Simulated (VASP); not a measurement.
A run of VASP 6.6.1 is set up as follows.

File POSCAR:

```
Tl
1.0
    0.0000000000      2.4633505600      2.4633505600
    2.4633505600      0.0000000000      2.4633505600
    2.4633505600      2.4633505600      0.0000000000
Tl
1
Direct
    0.0000000000      0.0000000000      0.0000000000
```

INCAR.step1

```
PREC = Accurate ; ENCUT = 520
ISMEAR = -1 ; SIGMA = 0.1
LREAL = False ; LASPH = True
NELM = 100 ; NBANDS = 12
GGA = PE ; ALGO = Normal
EDIFF = 1E-4 ; LWAVE = True
LCHARG = False
```

File INCAR.step2:

```
PREC = Accurate ; ENCUT = 520
EDIFF = 1E-7 ; ISMEAR = -1
SIGMA = 0.1 ; LREAL = False
LASPH = True ; NELM = 100
ALGO = Normal ; ISIF = 2
LWAVE = False ; LCHARG = False
METAGGA = R2SCAN ; LMIXTAU = True
NBANDS = 12 ; ISTART = 1
```

KPOINTS

```
Automatic mesh
0
Gamma
  6 6 6
```

Potentials or basis: VASP PAW PBE potentials, release 64 (Tl_d).

The run is started by

```console
$ cat potpaw_PBE.64/Tl_d/POTCAR > POTCAR
$ cp INCAR.step1 INCAR
$ mpirun -np 1 vasp_std > vasp.out
$ cp INCAR.step2 INCAR
$ mpirun -np 1 vasp_std > vasp.out
```

**Question.** What does it give for the band gap on the k mesh?

**Answer.** Zero (an odd number of electrons rules out a gap without spin polarisation).

**Question.** What does it give for the pressure?

**Answer.** 0.2 GPa.

Caveat: the k points lie up to 0.37 Å⁻¹ apart, too coarse for converged energies and pressures of a metal; the PAW data sets were made with another functional, which shifts forces and pressure a little; spin-orbit coupling is left out, which moves the levels of the heavy elements.
